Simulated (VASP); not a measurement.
# HfN (I4/mmm) in VASP: further runs

Runs on HfN. Level: r2SCAN. Tasks: single point.

Everything below comes from runs of VASP 6.6.1. Logs are shortened: lines on timing, memory, paths and dates and some standing lists are left out, and cuts for length are marked.

### Step 1. The cell of the first run

Symmetry: I4/mmm, No. 139, tetragonal system. Conventional cell: a = 3.248 Å, b = 3.248 Å, c = 4.485 Å, α = 90.00°, β = 90.00°, γ = 90.00°. Within 3.0 Å of Hf (site symmetry 4/mmm) lie 6 N at 2.24 to 2.30 Å. Within 3.0 Å of N (site symmetry 4/mmm) lie 6 Hf at 2.24 to 2.30 Å.

### Step 2. Single point, r2SCAN (biaxial strain in the a-b plane: +1.5 %)

Input file POSCAR:

```
HfN
1.0
    2.2966786165      2.2966786165      0.0000000000
   -2.2966786165      2.2966786165      0.0000000000
    0.0000000000      0.0000000000      4.4847458304
Hf N
2 2
Direct
    0.0000000000      0.0000000000      0.0000000000
    0.5000000000      0.5000000000      0.5000000000
    0.5000000000      0.5000000000      0.0000000000
    0.0000000000      0.0000000000      0.5000000000
```

Input file INCAR.step1:

```
SYSTEM = HfN
PREC = Accurate
ENCUT = 520
ISMEAR = 0
SIGMA = 0.1
LREAL = .FALSE.
LASPH = .TRUE.
NELM = 100
NBANDS = 23
GGA = PE
ALGO = Normal
EDIFF = 1E-4
LWAVE = .TRUE.
LCHARG = .FALSE.
```

Input file INCAR.step2:

```
SYSTEM = HfN
PREC = Accurate
ENCUT = 520
EDIFF = 1E-6
ISMEAR = 0
SIGMA = 0.1
LREAL = .FALSE.
LASPH = .TRUE.
NELM = 100
ALGO = Normal
ISIF = 2
LWAVE = .FALSE.
LCHARG = .FALSE.
METAGGA = R2SCAN
LMIXTAU = .TRUE.
NBANDS = 23
ISTART = 1
```

Input file KPOINTS:

```
regular mesh
0
G
  16 16 12
  0 0 0
```

Potentials or basis: VASP PAW PBE potentials, release 64 (Hf_pv, N).

The run is started by

```bash
cat potpaw_PBE.64/Hf_pv/POTCAR potpaw_PBE.64/N/POTCAR > POTCAR
cp INCAR.step1 INCAR
mpirun -np 1 vasp_std > vasp.out
cp INCAR.step2 INCAR
mpirun -np 1 vasp_std > vasp.out
```

OUTCAR:

```text
SYSTEM = HfN
   PREC = Accurate
   ENCUT = 520
   EDIFF = 1E-6
   ISMEAR = 0
   LREAL = .FALSE.
   LASPH = .TRUE.
   NELM = 100
   ISIF = 2
   METAGGA = R2SCAN
   ISTART = 1

 ion  position               nearest neighbor table
   1  0.000  0.000  0.000-   4 2.24   4 2.24   3 2.30   3 2.30   3 2.30   3 2.30   2 3.21   2 3.21
                             2 3.21   2 3.21   2 3.21   2 3.21   2 3.21   2 3.21
   2  0.500  0.500  0.500-   3 2.24   3 2.24   4 2.30   4 2.30   4 2.30   4 2.30   1 3.21   1 3.21
                             1 3.21   1 3.21   1 3.21   1 3.21   1 3.21   1 3.21
   3  0.500  0.500  0.000-   2 2.24   2 2.24   1 2.30   1 2.30   1 2.30   1 2.30
   4  0.000  0.000  0.500-   1 2.24   1 2.24   2 2.30   2 2.30   2 2.30   2 2.30

  LATTYP: Found a simple tetragonal cell.
 ALAT       =     3.2479940479
 C/A-ratio  =     1.3807740298

  Lattice vectors:

 A1 = (   2.2966786165,   2.2966786165,   0.0000000000)
 A2 = (  -2.2966786165,   2.2966786165,   0.0000000000)
 A3 = (   0.0000000000,   0.0000000000,   4.4847458304)

Analysis of symmetry for initial positions (statically):
=====================================================================
 Subroutine PRICEL returns following result:

  LATTYP: Found a body centered tetragonal cell.
 ALAT       =     3.2479940479
 C/A-ratio  =     1.3807740298

  Lattice vectors:

 A1 = (   0.0000000000,  -2.2966786165,  -2.2423729152)
 A2 = (   0.0000000000,   2.2966786165,  -2.2423729152)
 A3 = (   2.2966786165,   0.0000000000,   2.2423729152)

   2 primitive cells build up your supercell.

 Routine SETGRP: Setting up the symmetry group for a
 simple tetragonal supercell.

 Subroutine GETGRP returns: Found 16 space group operations
 (whereof 16 operations were pure point group operations)
 out of a pool of 16 trial point group operations.

The static configuration has the point symmetry D_4h.

Analysis of symmetry for dynamics (positions and initial velocities):
=====================================================================
 Subroutine PRICEL returns following result:

  LATTYP: Found a body centered tetragonal cell.
 ALAT       =     3.2479940479
 C/A-ratio  =     1.3807740298

  Lattice vectors:

 A1 = (   0.0000000000,  -2.2966786165,  -2.2423729152)
 A2 = (   0.0000000000,   2.2966786165,  -2.2423729152)
 A3 = (   2.2966786165,   0.0000000000,   2.2423729152)

   2 primitive cells build up your supercell.

 Routine SETGRP: Setting up the symmetry group for a
 simple tetragonal supercell.

 Subroutine GETGRP returns: Found 16 space group operations
 (whereof 16 operations were pure point group operations)
 out of a pool of 16 trial point group operations.

The dynamic configuration has the point symmetry D_4h.

 Subroutine INISYM returns: Found 16 space group operations
 (whereof 16 operations are pure point group operations),
 and found     2 'primitive' translations

----------------------------------------------------------------------------------------

                                     Primitive cell

  volume of cell :      23.6558

  direct lattice vectors                    reciprocal lattice vectors
     0.000000000 -2.296678616 -2.242372915     0.217705689 -0.217705689 -0.222978077
     0.000000000  2.296678616 -2.242372915     0.217705689  0.217705689 -0.222978077
     2.296678616  0.000000000  2.242372915     0.435411377  0.000000000  0.000000000

  length of vectors
     3.209823820  3.209823820  3.209823820     0.380145704  0.380145704  0.435411377

  position of ions in fractional coordinates (direct lattice)
     0.000000000  0.000000000  0.000000000
     0.500000000  0.500000000  0.000000000

  ion indices of the primitive-cell ions
   primitive index   ion index
                 1           1
                 2           4

----------------------------------------------------------------------------------------

 KPOINTS: regular mesh

Automatic generation of k-mesh.
 Grid dimensions read from file:
 generate k-points for:   16   16   12

 Generating k-lattice:

  Cartesian coordinates                     Fractional coordinates (reciprocal lattice)
     0.013606606  0.013606606  0.000000000     0.062500000  0.000000000  0.000000000
    -0.013606606  0.013606606  0.000000000     0.000000000  0.062500000  0.000000000
     0.000000000  0.000000000  0.018581506     0.000000000  0.000000000  0.083333333

  Length of vectors
     0.019242646  0.019242646  0.018581506

  Shift w.r.t. Gamma in fractional coordinates (k-lattice)
     0.000000000  0.000000000  0.000000000

 Subroutine IBZKPT returns following result:
 ===========================================

 Found    315 irreducible k-points:

 Following reciprocal coordinates:
            Coordinates               Weight
  0.000000  0.000000  0.000000      1.000000
  0.062500  0.000000  0.000000      4.000000
  0.125000  0.000000  0.000000      4.000000
  0.187500  0.000000  0.000000      4.000000
  0.250000  0.000000  0.000000      4.000000
  0.312500  0.000000  0.000000      4.000000
[... 16 lines left out ...]
  0.437500  0.125000  0.000000      8.000000
  0.500000  0.125000  0.000000      4.000000
 [... further k-points ...]
   k-points           NKPTS =    315   k-points in BZ     NKDIM =    315   number of bands    NBANDS=     23
   number of dos      NEDOS =    301   number of ions     NIONS =      4
   total plane-waves  NPLWV =  20736
   dimension x,y,z NGX =    24 NGY =   24 NGZ =   36
   dimension x,y,z NGXF=    48 NGYF=   48 NGZF=   72
   ions per type =               2   2
   NGX,Y,Z   is equivalent  to a cutoff of  12.28, 12.28, 13.34 a.u.
   NGXF,Y,Z  is equivalent  to a cutoff of  24.57, 24.57, 26.69 a.u.
 SYSTEM =  HfN
   PREC   = accura    normal or accurate (medium, high low for compatibility)
   ISTART =      1    job   : 0-new  1-cont  2-samecut
   ICHARG =      0    charge: 1-file 2-atom 10-const
   ISPIN  =      1    spin polarized calculation?
   LNONCOLLINEAR =      F non collinear calculations
   LSORBIT =      F    spin-orbit coupling
   LASPH  =      T    aspherical Exc in radial PAW
   ENCUT  =  520.0 eV  38.22 Ry    6.18 a.u.   6.04  6.04  8.34*2*pi/ulx,y,z
   NELM   =    100;   NELMIN=  2; NELMDL=  0     # of ELM steps
   EDIFF  = 0.1E-05   stopping-criterion for ELM
   LREAL  =      F    real-space projection
[... 7 lines left out ...]
   TEBEG  =    0.0;   TEEND  =   0.0 temperature during run
   PSTRESS=    0.0 pullay stress
   NELECT =      30.0000    total number of electrons
   NUPDOWN=      -1.0000    fix difference up-down
   EMIN   =  10.00;   EMAX   =-10.00  energy-range for DOS
   EFERMI =   0.00;   METHOD = LEGACY
   ISMEAR =     0;   SIGMA  =   0.10  broadening in eV -4-tet -1-fermi 0-gaus
   EFERMI_NEDOS =   21; number of points for ismear=-14 and -15
   IALGO  =     38    algorithm
   IMIX   =      4    mixing-type and parameters
     AMIX     =   0.40;   BMIX     =  1.00
     AMIX_MAG =   1.60;   BMIX_MAG =  1.00
  volume/ion in A,a.u.               =      11.83        79.82
  Fermi-wavevector in a.u.,A,eV,Ry     =   1.406455  2.657814 26.913895  1.978115
  Thomas-Fermi vector in A             =   2.528814
   LORBIT       =      0    0 simple, 1 ext, 2 COOP (PROOUT), +10 PAW based schemes
   METAGGA = R2SCAN    functional components
   LHFCALC =     F    Hartree Fock is set to
   AEXX    =    0.0000 exact exchange contribution
   IVDW    =     0    specifies the selected vdW correction
   LEPSILON=     F    determine dielectric tensor
   LRPA    =     F    only Hartree local field effects (RPA)
 non-spin polarized calculation
 Gauss-broadening in eV      SIGMA  =   0.10
  energy-cutoff  :      520.00
  volume of cell :       47.31
 maximum number of plane-waves:      1300
   NGX = 13   NGY = 13   NGZ = 17

 number of electron      30.0000004 magnetization

 Free energy of the ion-electron system (eV)
  ---------------------------------------------------
  ext. energy  EPLUGINS =         0.00000000
  ---------------------------------------------------
  free energy    TOTEN  =      -116.41711954 eV

  energy without entropy =     -116.41150131  energy(sigma->0) =     -116.41431043

 E-fermi :   8.3060     XC(G=0): -13.4101

 val. band max:        8.2992884873   @ k =   0.1250   0.0000   0.1667
 cond. band min:       8.3177047420   @ k =   0.5000   0.1875   0.2500
 fundamental gap:      0.0184162548
 Fermi energy:         8.3060147598

 k-point     1 :       0.0000    0.0000    0.0000
  band No.  band energies     occupation
      1     -25.0345      2.00000
      2     -24.6426      2.00000
      3     -24.6426      2.00000
      4     -24.3436      2.00000
      5     -24.3436      2.00000
      6     -24.3119      2.00000
[... 15 lines left out ...]
     22      12.3142      0.00000
     23      13.6658      0.00000

 k-point     2 :       0.0625    0.0000    0.0000
  band No.  band energies     occupation
      1     -25.0264      2.00000
      2     -24.6571      2.00000
      3     -24.6377      2.00000
      4     -24.3650      2.00000
      5     -24.3443      2.00000
      6     -24.3175      2.00000
[... 15 lines left out ...]
     22      12.5058      0.00000
     23      13.5143      0.00000

 k-point     3 :       0.1250    0.0000    0.0000
  band No.  band energies     occupation
      1     -25.0026      2.00000
      2     -24.6978      2.00000
      3     -24.6233      2.00000
      4     -24.4257      2.00000
      5     -24.3466      2.00000
      6     -24.3344      2.00000
[... 15 lines left out ...]
     22      13.0395      0.00000
     23      13.1251      0.00000

 k-point     4 :       0.1875    0.0000    0.0000
  band No.  band energies     occupation
      1     -24.9643      2.00000
      2     -24.7571      2.00000
      3     -24.6007      2.00000
      4     -24.5162      2.00000
      5     -24.3623      2.00000
      6     -24.3512      2.00000
[... 15 lines left out ...]
     22      12.6145      0.00000
     23      13.0505      0.00000

 k-point     5 :       0.2500    0.0000    0.0000
  band No.  band energies     occupation
      1     -24.9135      2.00000
      2     -24.8240      2.00000
      3     -24.6228      2.00000
      4     -24.5716      2.00000
      5     -24.4010      2.00000
      6     -24.3590      2.00000
[... 15 lines left out ...]
     22      12.7288      0.00000
     23      13.1548      0.00000

 k-point     6 :       0.3125    0.0000    0.0000
  band No.  band energies     occupation
      1     -24.8861      2.00000
      2     -24.8527      2.00000
      3     -24.7309      2.00000
      4     -24.5383      2.00000
      5     -24.4495      2.00000
      6     -24.3709      2.00000
[... 15 lines left out ...]
     22      13.6277      0.00000
     23      14.1731      0.00000

 k-point     7 :       0.3750    0.0000    0.0000
  band No.  band energies     occupation
      1     -24.9322      2.00000
      2     -24.8269      2.00000
      3     -24.7850      2.00000
      4     -24.5070      2.00000
      5     -24.5032      2.00000
      6     -24.3877      2.00000
[... 353 lines left out ...]
     22      13.4140      0.00000
     23      13.9303      0.00000

 k-point    21 :       0.3125    0.1250    0.0000
  band No.  band energies     occupation
      1     -24.8804      2.00000
      2     -24.8320      2.00000
      3     -24.7473      2.00000
      4     -24.5783      2.00000
      5     -24.4592      2.00000
      6     -24.4139      2.00000
[... 15 lines left out ...]
     22      13.1067      0.00000
     23      14.0643      0.00000

 k-point    22 :       0.3750    0.1250    0.0000
  band No.  band energies     occupation
      1     -24.9278      2.00000
      2     -24.8373      2.00000
      3     -24.7688      2.00000
      4     -24.5430      2.00000
      5     -24.5117      2.00000
      6     -24.4296      2.00000
[... 15 lines left out ...]
     22      13.3082      0.00000
     23      13.8011      0.00000

 k-point    23 :       0.4375    0.1250    0.0000
  band No.  band energies     occupation
      1     -24.9509      2.00000
      2     -24.9051      2.00000
      3     -24.7022      2.00000
      4     -24.5710      2.00000
      5     -24.5085      2.00000
      6     -24.4507      2.00000
[... 15 lines left out ...]
     22      13.4302      0.00000
     23      14.2836      0.00000

 k-point    24 :       0.5000    0.1250    0.0000
  band No.  band energies     occupation
      1     -24.9439      2.00000
      2     -24.9439      2.00000
      3     -24.6354      2.00000
      4     -24.6354      2.00000
      5     -24.4772      2.00000
      6     -24.4772      2.00000
[... 15 lines left out ...]
     22      13.0329      0.00000
     23      15.3239      0.00000

 [... further k-points ...]
[... 5 lines left out ...]
  --------------------------------------------------------------------------------------
  -------------------------------------------------------------------------------------
  Total       -3.4034237     -3.4034237     -0.1502249      0.0000000      0.0000000     -0.0000000
  in kB     -115.2546140   -115.2546140     -5.0872650      0.0000000      0.0000000     -0.0000000
  external PRESSURE =     -78.5321643 kB  Pullay stress =       0.0000000 kB

 VOLUME and BASIS-vectors are now :
 -----------------------------------------------------------------------------
  energy-cutoff  :      520.00
  volume of cell :       47.31
      direct lattice vectors                 reciprocal lattice vectors
     2.296678616  2.296678616  0.000000000     0.217705689  0.217705689  0.000000000
    -2.296678616  2.296678616  0.000000000    -0.217705689  0.217705689  0.000000000
     0.000000000  0.000000000  4.484745830     0.000000000  0.000000000  0.222978077

 POSITION                                       TOTAL-FORCE (eV/Angst)
 -----------------------------------------------------------------------------------
      0.00000      0.00000      0.00000        -0.000000      0.000000      0.000000
      0.00000      2.29668      2.24237         0.000000     -0.000000     -0.000000
      0.00000      2.29668      0.00000         0.000000      0.000000     -0.000000
      0.00000      0.00000      2.24237         0.000000     -0.000000      0.000000
 -----------------------------------------------------------------------------------
    total drift:                                0.000000     -0.000000     -0.000000

  FREE ENERGIE OF THE ION-ELECTRON SYSTEM (eV)
  ---------------------------------------------------
  free  energy   TOTEN  =      -116.4171195401 eV

  energy  without entropy=     -116.4115013128  energy(sigma->0) =     -116.41431043
```

Run time: 18 min. Hardware: 1 thread of Intel Xeon 8259CL, shared host; peak memory 0.4 GiB.

Results:

```
Free energy            : -116.4171 eV
Pressure               : -7.9 GPa
Band gap on the k mesh : zero (bands 15 and 16 overlap by 7.01 eV)
```

Levels at points of the mesh, in eV from the Fermi level:
| k point | band 12 | band 13 | band 14 | band 15 | band 16 | band 17 | band 18 | band 19 |
| --- | --- | --- | --- | --- | --- | --- | --- | --- |
| (0.00, 0.00, 0.00) | -3.82 | -3.43 | -3.43 | -3.33 | -0.41 | -0.41 | -0.15 | 1.49 |
| (0.50, 0.00, 0.00) | -6.18 | -5.53 | -5.53 | 1.64 | 1.64 | 2.10 | 2.10 | 3.10 |
| (0.50, 0.50, 0.00) | -4.13 | -4.03 | -4.03 | -3.75 | -3.75 | 3.93 | 3.93 | 5.19 |
| (0.00, 0.00, 0.50) | -4.35 | -4.35 | -4.35 | -2.37 | -2.37 | 2.77 | 2.77 | 2.94 |
| (0.50, 0.00, 0.50) | -6.53 | -6.52 | -6.52 | 3.25 | 3.25 | 3.59 | 3.59 | 3.74 |
| (0.50, 0.50, 0.50) | -5.99 | -5.99 | -5.99 | 1.35 | 1.35 | 1.35 | 1.35 | 5.13 |

Caveat: the cell differs from its parent crystal (biaxial strain in the a-b plane: +1.5 %); the stress differs along the axes, from -12 to -1 GPa; the PAW data sets were made with another functional, which shifts forces and pressure a little; spin-orbit coupling is left out, which moves the levels of the heavy elements.

### Step 3. Single point, r2SCAN (biaxial strain in the a-b plane: +1.5 %, then relaxed in part)

POSCAR: that of step 2 with these lines changed.

```diff
@@ -4,3 +4,3 @@
    -2.2966786165      2.2966786165      0.0000000000
-    0.0000000000      0.0000000000      4.4847458304
+    0.0000000000      0.0000000000      4.5003549526
 Hf N
```

Input file INCAR.step1:

```
SYSTEM = HfN
  ALGO = Normal
  EDIFF = 1E-4
  ENCUT = 520
  GGA = PE
  ISMEAR = 0
  LASPH = .True.
  LCHARG = .False.
  LREAL = .False.
  LWAVE = .True.
  NBANDS = 23
  NELM = 60
  PREC = Accurate
  SIGMA = 0.1
```

Input file INCAR.step2:

```
SYSTEM = HfN
  ALGO = Normal
  EDIFF = 1E-6
  ENCUT = 520
  ISIF = 2
  ISMEAR = 0
  ISTART = 1
  LASPH = .True.
  LCHARG = .False.
  LMIXTAU = .True.
  LREAL = .False.
  LWAVE = .False.
  METAGGA = R2SCAN
  NBANDS = 23
  NELM = 60
  PREC = Accurate
  SIGMA = 0.1
```

Input file KPOINTS:

```
k-points
0
Gamma
  16 16 12
  0 0 0
```

Potentials or basis: VASP PAW PBE potentials, release 64 (Hf_pv, N).

The run is started by

```bash
cat potpaw_PBE.64/Hf_pv/POTCAR potpaw_PBE.64/N/POTCAR > POTCAR
cp INCAR.step1 INCAR
mpirun -np 1 vasp_std > vasp.out
cp INCAR.step2 INCAR
mpirun -np 1 vasp_std > vasp.out
```

It took 18 min on 1 thread of Intel Xeon 8259CL, shared host; peak memory 0.4 GiB.

Results (log left out):

| Quantity | Value |
| --- | --- |
| Free energy | -116.4156 eV |
| Pressure | -8.8 GPa |
| Band gap on the k mesh | zero (bands 15 and 16 overlap by 6.98 eV) |

Stress tensor (GPa, compression positive):
```
-11.89   0.00   0.00
  0.00 -11.89   0.00
  0.00   0.00  -2.72
```

Levels at points of the mesh, in eV from the Fermi level:
```csv
k point,band 12,band 13,band 14,band 15,band 16,band 17,band 18,band 19
"(0.00, 0.00, 0.00)",-3.80,-3.42,-3.42,-3.33,-0.40,-0.40,-0.17,1.52
"(0.50, 0.00, 0.00)",-6.17,-5.54,-5.54,1.65,1.65,2.11,2.11,3.10
"(0.50, 0.50, 0.00)",-4.12,-4.04,-4.04,-3.74,-3.74,3.93,3.93,5.19
"(0.00, 0.00, 0.50)",-4.33,-4.33,-4.33,-2.37,-2.37,2.77,2.77,2.96
"(0.50, 0.00, 0.50)",-6.50,-6.50,-6.50,3.24,3.24,3.58,3.58,3.71
"(0.50, 0.50, 0.50)",-5.97,-5.97,-5.97,1.31,1.31,1.31,1.31,5.13
```

Caveat: the cell differs from its parent crystal (biaxial strain in the a-b plane: +1.5 %, then relaxed in part); the stress differs along the axes, from -12 to -3 GPa; the PAW data sets were made with another functional, which shifts forces and pressure a little; spin-orbit coupling is left out, which moves the levels of the heavy elements.
